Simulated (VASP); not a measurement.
## MgO (Periclase): single point with PBE

The system is MgO (Periclase).

```
Mg O
1.0
     0.00000    2.10217    2.10217
     2.10217    0.00000    2.10217
     2.10217    2.10217    0.00000
Mg O
1 1
Direct
  0.00000 0.00000 0.00000
  0.50000 0.50000 0.50000
```

* Program: VASP 6.6.1
* Task: single point
* Functional: PBE
* Potentials or basis: VASP PAW PBE potentials, release 64 (Mg, O)
* Cutoff: 520 eV
* k mesh: 8 × 8 × 8
* Occupations: fermi-dirac, width 0.2 eV
* Spin: no spin polarisation
* Dipole correction: no
* Further INCAR settings: ALGO = Normal; EDIFF = 1e-07; NBANDS = 11

The pressure is 4.9 GPa and the band gap on the k mesh is 4.78 eV, direct.

Levels at points of the mesh, in eV from the valence-band top:
| k point | band 2 | band 3 | band 4 | band 5 | band 6 | band 7 |
| --- | --- | --- | --- | --- | --- | --- |
| (0.00, 0.00, 0.00) | 0.00 | 0.00 | 0.00 | 4.78 | 15.83 | 15.83 |
| (0.50, 0.00, 0.00) | -4.64 | -0.66 | -0.66 | 7.93 | 12.67 | 16.37 |
| (0.50, 0.50, 0.00) | -4.11 | -1.36 | -1.36 | 9.13 | 10.03 | 13.16 |

It took 5.7 s on 1 thread of Intel(R) Xeon(R) 6975P-C (Granite Rapids) (shared host), peak memory 0.13 GiB.
